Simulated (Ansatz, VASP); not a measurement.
# Hf3N4: VASP beside Ansatz

```
Hf N
1.0
    -3.35050    3.35050    3.35050
     3.35050   -3.35050    3.35050
     3.35050    3.35050   -3.35050
Hf N
6 8
Direct
  0.25000 0.62500 0.37500
  0.37500 0.25000 0.62500
  0.75000 0.87500 0.12500
  0.12500 0.75000 0.87500
  0.62500 0.37500 0.25000
  0.87500 0.12500 0.75000
  0.12600 0.12600 0.12600
  0.87400 0.50000 0.00000
  0.50000 0.00000 0.37400
  0.00000 0.87400 0.50000
  0.37400 0.50000 0.00000
  0.62600 0.62600 0.62600
  0.00000 0.37400 0.50000
  0.50000 0.00000 0.87400
```

Alike in both runs: task relaxation of cell and atoms; functional PBE; k mesh 6 × 6 × 6; occupations gaussian, width 0.02 eV; no spin polarisation.

|  | VASP | Ansatz |
| --- | --- | --- |
| version | VASP 6.6.1 | Ansatz 0.2.0 |
| potentials or method | VASP PAW PBE potentials, release 64 (Hf_pv, N), cutoff 600 eV | scalar-relativistic, plane waves, PAW |
| valence electrons in the cell | 100 | 196 |

VASP gave:

| Quantity | Value |
| --- | --- |
| gap on the k mesh at the Fermi level, each at its own relaxed structure (eV) | 1.04 |
| relaxed volume (Å³/atom) | 10.78 |
| relaxed cell length with the largest relative difference (Å) | 5.810 |

Estimate Ansatz's values.

gap on the k mesh at the Fermi level, each at its own relaxed structure (eV): 1.04; relaxed volume (Å³/atom): 10.91; relaxed cell length with the largest relative difference (Å): 5.832.

VASP's potentials hold 100 valence electrons a cell and Ansatz's 196, so a difference there can come from the potentials and not from the codes.

Neither program's run includes spin-orbit coupling.
